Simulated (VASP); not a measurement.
Set up this calculation in VASP 6.6.1, as the native input.

- Task: single point
- Functional: PBE
- Potentials or basis: VASP PAW PBE potentials, release 64 (Na_pv)
- Cutoff: 500 eV
- k mesh: 3 × 3 × 3
- Occupations: gaussian, width 0.1 eV
- Spin: no spin polarisation
- Dipole correction: no
- Further INCAR settings: ALGO = Normal; EDIFF = 1e-06; NBANDS = 10

The structure of Na lies in POSCAR:

```
Na
1.0
   -2.1040267987      2.1040267987      2.1040267987
    2.1040267987     -2.1040267987      2.1040267987
    2.1040267987      2.1040267987     -2.1040267987
Na
1
Direct
    0.0000000000      0.0000000000      0.0000000000
```

One way to write it, as run:

INCAR

```
ALGO = Normal ; EDIFF = 1E-6
ENCUT = 500 ; GGA = PE
GGA_COMPAT = F ; ISIF = 2
ISMEAR = 0 ; LASPH = T
LCHARG = F ; LREAL = F
LWAVE = F ; NBANDS = 10
NELM = 120 ; PREC = Accurate
SIGMA = 0.1
```

KPOINTS

```
k-points
0
Gamma
  3 3 3
```

Potentials or basis: VASP PAW PBE potentials, release 64 (Na_pv).

Command:

```bash
$ cat potpaw_PBE.64/Na_pv/POTCAR > POTCAR
$ mpirun -np 1 vasp_std > vasp.out
```

Results of the run:

The pressure is -0.5 GPa.

Caveat: the k points lie up to 0.70 Å⁻¹ apart.

Wall time 7.5 s on 1 thread of Intel Xeon 8259CL, with other jobs on the host, peak memory 0.14 GiB.
